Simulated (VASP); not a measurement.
Wanted: the native input for a VASP 6.6.1 run.

* Task: single point
* Functional: r2SCAN
* Potentials or basis: VASP PAW PBE potentials, release 64 (Mg, O)
* Cutoff: 520 eV
* k mesh: 12 × 12 × 12
* Occupations: gaussian, width 0.05 eV
* Spin: no spin polarisation
* Dipole correction: no
* Further INCAR settings: ALGO = Normal; EDIFF = 1e-06; NBANDS = 14

The system is MgO2.

```
Mg O
1.0
     1.60476    0.92651    3.63374
    -1.60476    0.92651    3.63374
     0.00000   -1.85302    3.63374
Mg O
1 2
Direct
  0.00000 0.00000 0.00000
  0.42879 0.42879 0.42879
  0.57121 0.57121 0.57121
```

This cell differs from its parent crystal: strain +0.000 along x and y, +0.040 along z.

These files were run (other wordings do the same):

POSCAR

```
MgO2
1.0
    1.6047610160      0.9265092046      3.6337380299
   -1.6047610160      0.9265092046      3.6337380299
    0.0000000000     -1.8530184092      3.6337380299
Mg O
1 2
Direct
    0.0000000000      0.0000000000      0.0000000000
    0.4287860000      0.4287860000      0.4287860000
    0.5712140000      0.5712140000      0.5712140000
```

INCAR.step1

```
SYSTEM = MgO2
PREC = Accurate
ENCUT = 520
ISMEAR = 0
SIGMA = 0.05
LREAL = .FALSE.
LASPH = .TRUE.
NELM = 100
NBANDS = 14
GGA = PE
ALGO = Normal
EDIFF = 1E-4
LWAVE = .TRUE.
LCHARG = .FALSE.
```

INCAR.step2

```
SYSTEM = MgO2
PREC = Accurate
ENCUT = 520
EDIFF = 1E-6
ISMEAR = 0
SIGMA = 0.05
LREAL = .FALSE.
LASPH = .TRUE.
NELM = 100
ALGO = Normal
ISIF = 2
LWAVE = .FALSE.
LCHARG = .FALSE.
METAGGA = R2SCAN
LMIXTAU = .TRUE.
NBANDS = 14
ISTART = 1
```

KPOINTS

```
Automatic mesh
0
G
  12 12 12
  0 0 0
```

Potentials or basis: VASP PAW PBE potentials, release 64 (Mg, O).

The run is started by

```console
$ cat potpaw_PBE.64/Mg/POTCAR potpaw_PBE.64/O/POTCAR > POTCAR
$ cp INCAR.step1 INCAR
$ mpirun -np 1 vasp_std > vasp.out
$ cp INCAR.step2 INCAR
$ mpirun -np 1 vasp_std > vasp.out
```

Results of the run:

```json
{"Pressure": "-12.0 GPa", "Largest force": "0.832 eV/Å", "Band gap on the k mesh": "2.13 eV"}
```

Caveat: the cell differs from its parent crystal (strain +0.000 along x and y, +0.040 along z); the cell stands under tension; the PAW data sets were made with another functional, which shifts forces and pressure a little.

It took 4.1 min on 1 thread of AMD EPYC 9R45 96-Core Processor (Zen 5) (shared host), peak memory 0.2 GiB.
